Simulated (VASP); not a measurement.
Set up this calculation in VASP 6.6.1, as the native input.

* Task: single point
* Functional: PBE
* Potentials or basis: VASP PAW PBE potentials, release 64 (Ir)
* Cutoff: 520 eV
* k mesh: 15 × 15 × 15
* Occupations: gaussian, width 0.1 eV
* Spin: no spin polarisation
* Dipole correction: no
* Further INCAR settings: ALGO = Normal; EDIFF = 1e-07; NBANDS = 10

The structure of Ir lies in POSCAR:

```
Ir
1.0
    2.7369647136      0.0000000000      0.0000000000
   -1.3684823568      2.3702809712      0.0000000000
    1.3684823568      0.7900936571      2.2347223308
Ir
1
Direct
    0.0000000000      0.0000000000      0.0000000000
```

These files were run (other wordings do the same):

INCAR

```
SYSTEM = Ir
PREC     = Accurate       ! precision mode
ENCUT    = 520            ! plane-wave cutoff, eV
EDIFF    = 1E-7           ! SCF threshold, eV
ISMEAR   = 0              ! smearing method
SIGMA    = 0.1            ! smearing width, eV
LREAL    = .FALSE.        ! projectors in reciprocal space
LASPH    = .TRUE.         ! aspherical terms in the spheres
NELM     = 100            ! most SCF steps
ALGO     = Normal         ! electronic algorithm
ISIF     = 2              ! what is computed and relaxed
LWAVE    = .FALSE.        ! write WAVECAR
LCHARG   = .FALSE.        ! write CHGCAR
GGA      = PE             ! functional
NBANDS   = 10             ! bands
```

KPOINTS

```
regular mesh
0
G
  15 15 15
  0 0 0
```

Potentials or basis: VASP PAW PBE potentials, release 64 (Ir).

Command:

```bash
$ cat potpaw_PBE.64/Ir/POTCAR > POTCAR
$ mpirun -np 1 vasp_std > vasp.out
```

It gave:

- Pressure: 0.4 GPa
- Band gap on the k mesh: zero (an odd number of electrons rules out a gap without spin polarisation)

Caveat: spin-orbit coupling is left out, which moves the levels of the heavy elements.

It took 6.3 s on 1 thread of Intel(R) Xeon(R) 6975P-C (Granite Rapids), with other jobs on the host, peak memory 0.13 GiB.
